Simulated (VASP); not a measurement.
# NaF (Fm-3m) in VASP: electric field gradients with PBE

Aim: the electric field gradients of NaF with PBE.

Everything below comes from runs of VASP 6.6.1. Logs are shortened: lines on timing, memory, paths and dates and some standing lists are left out, and cuts for length are marked.

## (1) The cell of the first run

Symmetry: Fm-3m, No. 225, cubic system. Conventional cell: a = 4.572 Å, b = 4.572 Å, c = 4.572 Å, α = 90.00°, β = 90.00°, γ = 90.00°. Na (site symmetry m-3m) has 6 F at 2.29 Å within 3.0 Å. F (site symmetry m-3m) has 6 Na at 2.29 Å within 3.0 Å.

## (2) Electric field gradients, PBE

INCAR

```
ALGO = Normal
EDIFF = 1E-8
ENCUT = 520
GGA = PE
GGA_COMPAT = False
ISIF = 2
ISMEAR = -1
LASPH = True
LCHARG = False
LEFG = True
LREAL = False
LWAVE = False
NBANDS = 14
NELM = 120
PREC = Accurate
SIGMA = 0.051703999572871064
```

KPOINTS

```
k-points
0
Gamma
  8 8 8
```

POSCAR

```
NaF
1.0
    0.0000000000      2.2858943317      2.2858943317
    2.2858943317      0.0000000000      2.2858943317
    2.2858943317      2.2858943317      0.0000000000
Na F
1 1
Direct
    0.0000000000      0.0000000000      0.0000000000
    0.5000000000      0.5000000000      0.5000000000
```

Potentials or basis: VASP PAW PBE potentials, release 64 (Na_pv, F).

The run is started by

```bash
> cat potpaw_PBE.64/Na_pv/POTCAR potpaw_PBE.64/F/POTCAR > POTCAR
> mpirun -np 1 vasp_std > vasp.out
```

OUTCAR:

```text
EDIFF = 1E-8
   ENCUT = 520
   GGA = PE
   ISIF = 2
   ISMEAR = -1
   LASPH = True
   LREAL = False
   NELM = 120
   PREC = Accurate

 ion  position               nearest neighbor table
   1  0.000  0.000  0.000-   2 2.29   2 2.29   2 2.29   2 2.29   2 2.29   2 2.29
   2  0.500  0.500  0.500-   1 2.29   1 2.29   1 2.29   1 2.29   1 2.29   1 2.29

  LATTYP: Found a face centered cubic cell.
 ALAT       =     4.5717886634

  Lattice vectors:

 A1 = (   0.0000000000,   2.2858943317,   2.2858943317)
 A2 = (   2.2858943317,   0.0000000000,   2.2858943317)
 A3 = (   2.2858943317,   2.2858943317,   0.0000000000)

Analysis of symmetry for initial positions (statically):
=====================================================================
 Subroutine PRICEL returns:
 Original cell was already a primitive cell.

 Routine SETGRP: Setting up the symmetry group for a
 face centered cubic supercell.

 Subroutine GETGRP returns: Found 48 space group operations
 (whereof 48 operations were pure point group operations)
 out of a pool of 48 trial point group operations.

The static configuration has the point symmetry O_h .

Analysis of symmetry for dynamics (positions and initial velocities):
=====================================================================
 Subroutine PRICEL returns:
 Original cell was already a primitive cell.

 Routine SETGRP: Setting up the symmetry group for a
 face centered cubic supercell.

 Subroutine GETGRP returns: Found 48 space group operations
 (whereof 48 operations were pure point group operations)
 out of a pool of 48 trial point group operations.

The dynamic configuration has the point symmetry O_h .

 Subroutine INISYM returns: Found 48 space group operations
 (whereof 48 operations are pure point group operations),
 and found     1 'primitive' translations

----------------------------------------------------------------------------------------

                                     Primitive cell

  volume of cell :      23.8890

  direct lattice vectors                    reciprocal lattice vectors
     0.000000000  2.285894332  2.285894332    -0.218732770  0.218732770  0.218732770
     2.285894332  0.000000000  2.285894332     0.218732770 -0.218732770  0.218732770
     2.285894332  2.285894332  0.000000000     0.218732770  0.218732770 -0.218732770

  length of vectors
     3.232742766  3.232742766  3.232742766     0.378856272  0.378856272  0.378856272

  position of ions in fractional coordinates (direct lattice)
     0.000000000  0.000000000  0.000000000
     0.500000000  0.500000000  0.500000000

  ion indices of the primitive-cell ions
   primitive index   ion index
                 1           1
                 2           2

----------------------------------------------------------------------------------------

 KPOINTS: k-points

Automatic generation of k-mesh.
 Grid dimensions read from file:
 generate k-points for:    8    8    8

 Generating k-lattice:

  Cartesian coordinates                     Fractional coordinates (reciprocal lattice)
    -0.027341596  0.027341596  0.027341596     0.125000000  0.000000000  0.000000000
     0.027341596 -0.027341596  0.027341596     0.000000000  0.125000000  0.000000000
     0.027341596  0.027341596 -0.027341596     0.000000000  0.000000000  0.125000000

  Length of vectors
     0.047357034  0.047357034  0.047357034

  Shift w.r.t. Gamma in fractional coordinates (k-lattice)
     0.000000000  0.000000000  0.000000000

 Subroutine IBZKPT returns following result:
 ===========================================

 Found     29 irreducible k-points:

 Following reciprocal coordinates:
            Coordinates               Weight
  0.000000  0.000000  0.000000      1.000000
  0.125000  0.000000  0.000000      8.000000
  0.250000  0.000000  0.000000      8.000000
  0.375000  0.000000  0.000000      8.000000
  0.500000  0.000000  0.000000      4.000000
  0.125000  0.125000  0.000000      6.000000
[... 16 lines left out ...]
  0.500000  0.250000  0.125000     48.000000
 -0.375000  0.250000  0.125000     24.000000
 [... further k-points ...]
   k-points           NKPTS =     29   k-points in BZ     NKDIM =     29   number of bands    NBANDS=     14
   number of dos      NEDOS =    301   number of ions     NIONS =      2
   total plane-waves  NPLWV =  13824
   dimension x,y,z NGX =    24 NGY =   24 NGZ =   24
   dimension x,y,z NGXF=    48 NGYF=   48 NGZF=   48
   ions per type =               1   1
   NGX,Y,Z   is equivalent  to a cutoff of  12.34, 12.34, 12.34 a.u.
   NGXF,Y,Z  is equivalent  to a cutoff of  24.68, 24.68, 24.68 a.u.
 SYSTEM =  unknown system
   PREC   = accura    normal or accurate (medium, high low for compatibility)
   ISTART =      0    job   : 0-new  1-cont  2-samecut
   ICHARG =      2    charge: 1-file 2-atom 10-const
   ISPIN  =      1    spin polarized calculation?
   LNONCOLLINEAR =      F non collinear calculations
   LSORBIT =      F    spin-orbit coupling
   LASPH  =      T    aspherical Exc in radial PAW
   ENCUT  =  520.0 eV  38.22 Ry    6.18 a.u.   6.01  6.01  6.01*2*pi/ulx,y,z
   NELM   =    120;   NELMIN=  2; NELMDL= -5     # of ELM steps
   EDIFF  = 0.1E-07   stopping-criterion for ELM
   LREAL  =      F    real-space projection
   EDIFFG = 0.1E-06   stopping-criterion for IOM
   NSW    =      0    number of steps for IOM
   IBRION =     -1    ionic relax: 0-MD 1-quasi-New 2-CG
   NFREE  =      0    steps in history (QN), initial steepest desc. (CG)
   ISIF   =      2    stress and relaxation
   ISYM   =      2    0-nonsym 1-usesym 2-fastsym
   POTIM  = 0.5000    time-step for ionic-motion
   TEBEG  =    0.0;   TEEND  =   0.0 temperature during run
   PSTRESS=    0.0 pullay stress
   NELECT =      14.0000    total number of electrons
   NUPDOWN=      -1.0000    fix difference up-down
   EMIN   =  10.00;   EMAX   =-10.00  energy-range for DOS
   EFERMI =   0.00;   METHOD = LEGACY
   ISMEAR =    -1;   SIGMA  =   0.05  broadening in eV -4-tet -1-fermi 0-gaus
   EFERMI_NEDOS =   21; number of points for ismear=-14 and -15
   IALGO  =     38    algorithm
   IMIX   =      4    mixing-type and parameters
     AMIX     =   0.40;   BMIX     =  1.00
     AMIX_MAG =   1.60;   BMIX_MAG =  1.00
  volume/ion in A,a.u.               =      11.94        80.61
  Fermi-wavevector in a.u.,A,eV,Ry     =   1.369992  2.588909 25.536476  1.876878
  Thomas-Fermi vector in A             =   2.495818
   LORBIT       =      0    0 simple, 1 ext, 2 COOP (PROOUT), +10 PAW based schemes
   GGA     = PE    functional components
   LHFCALC =     F    Hartree Fock is set to
   AEXX    =    0.0000 exact exchange contribution
   IVDW    =     0    specifies the selected vdW correction
   LEPSILON=     F    determine dielectric tensor
   LRPA    =     F    only Hartree local field effects (RPA)
 non-spin polarized calculation
  energy-cutoff  :      520.00
  volume of cell :       23.89
 maximum number of plane-waves:       660
   NGX = 13   NGY = 13   NGZ = 13

 number of electron      13.9999998 magnetization

 Free energy of the ion-electron system (eV)
  ---------------------------------------------------
  ext. energy  EPLUGINS =         0.00000000
  ---------------------------------------------------
  free energy    TOTEN  =        -8.54015601 eV

  energy without entropy =       -8.54015601  energy(sigma->0) =       -8.54015601

 E-fermi :  -0.8091     XC(G=0):  -9.3501

 val. band max:       -1.9016051954   @ k =   0.0000   0.0000   0.0000
 cond. band min:       4.6226029990   @ k =   0.0000   0.0000   0.0000
 fundamental gap:      6.5242081944
 Fermi energy:        -0.8091089691

 k-point     1 :       0.0000    0.0000    0.0000
  band No.  band energies     occupation
      1     -21.1462      2.00000
      2     -20.7295      2.00000
      3     -20.7295      2.00000
      4     -20.7295      2.00000
      5      -1.9016      2.00000
      6      -1.9016      2.00000
      7      -1.9016      2.00000
      8       4.6226      0.00000
      9      17.3656      0.00000
     10      17.3656      0.00000
     11      17.3656      0.00000
     12      20.3137      0.00000
     13      22.5359      0.00000
     14      22.5359      0.00000
[... 375 lines left out ...]
 k-point    24 :      -0.3750    0.2500    0.1250
  band No.  band energies     occupation
      1     -21.5722      2.00000
      2     -20.7918      2.00000
      3     -20.7648      2.00000
      4     -20.1213      2.00000
      5      -3.2812      2.00000
      6      -2.5122      2.00000
      7      -2.2620      2.00000
      8      10.1581      0.00000
      9      11.1445      0.00000
     10      15.6539      0.00000
     11      17.5497      0.00000
     12      20.7235      0.00000
     13      21.8254      0.00000
     14      26.7444      0.00000

 [... further k-points ...]
[... 5 lines left out ...]
  --------------------------------------------------------------------------------------
  -------------------------------------------------------------------------------------
  Total        0.6637440      0.6637440      0.6637440      0.0000000     -0.0000000     -0.0000000
  in kB       44.5156530     44.5156530     44.5156530      0.0000000     -0.0000000     -0.0000000
  external PRESSURE =      44.5156530 kB  Pullay stress =       0.0000000 kB

 VOLUME and BASIS-vectors are now :
 -----------------------------------------------------------------------------
  energy-cutoff  :      520.00
  volume of cell :       23.89
      direct lattice vectors                 reciprocal lattice vectors
     0.000000000  2.285894332  2.285894332    -0.218732770  0.218732770  0.218732770
     2.285894332  0.000000000  2.285894332     0.218732770 -0.218732770  0.218732770
     2.285894332  2.285894332  0.000000000     0.218732770  0.218732770 -0.218732770

 POSITION                                       TOTAL-FORCE (eV/Angst)
 -----------------------------------------------------------------------------------
      0.00000      0.00000      0.00000        -0.000000      0.000000     -0.000000
      2.28589      2.28589      2.28589         0.000000     -0.000000      0.000000
 -----------------------------------------------------------------------------------
    total drift:                                0.000000     -0.000000      0.000000

  FREE ENERGIE OF THE ION-ELECTRON SYSTEM (eV)
  ---------------------------------------------------
  free  energy   TOTEN  =        -8.5401560063 eV

  energy  without entropy=       -8.5401560063  energy(sigma->0) =       -8.54015601

 Electric field gradients (V/A^2)
---------------------------------------------------------------------
 ion       V_xx      V_yy      V_zz      V_xy      V_xz      V_yz
---------------------------------------------------------------------
   1      -0.000     0.000     0.000    -0.003    -0.003    -0.003
   2      -0.000     0.000     0.000     0.007     0.007     0.007
---------------------------------------------------------------------

 Electric field gradients after diagonalization (V/A^2)
 (convention: |V_zz| > |V_xx| > |V_yy|)
----------------------------------------------------------------------
 ion       V_xx      V_yy      V_zz     asymmetry (V_yy - V_xx)/ V_zz
----------------------------------------------------------------------
   1       0.003     0.003    -0.006       0.000
   2      -0.007    -0.007     0.014       0.000
----------------------------------------------------------------------

           NMR quadrupolar parameters

 Cq : quadrupolar parameter    Cq=e*Q*V_zz/h
 eta: asymmetry parameters     (V_yy - V_xx)/ V_zz
 Q  : nuclear electric quadrupole moment in mb (millibarn)
----------------------------------------------------------------------
 ion       Cq(MHz)       eta       Q (mb)
----------------------------------------------------------------------
   1      -0.000       0.000       1.000
   2       0.000       0.000       1.000
----------------------------------------------------------------------
```

Run time: 5.3 s. Hardware: 1 thread of AMD EPYC 9R45 (Zen 5), shared host; peak memory 0.1 GiB.

What came out:

```
Free energy                             : -8.5402 eV
Pressure                                : 4.5 GPa
Band gap on the k mesh                  : 6.52 eV
Largest electric field gradient by atom : zero within the noise of the run
```

Caveat: the cell stands under pressure.
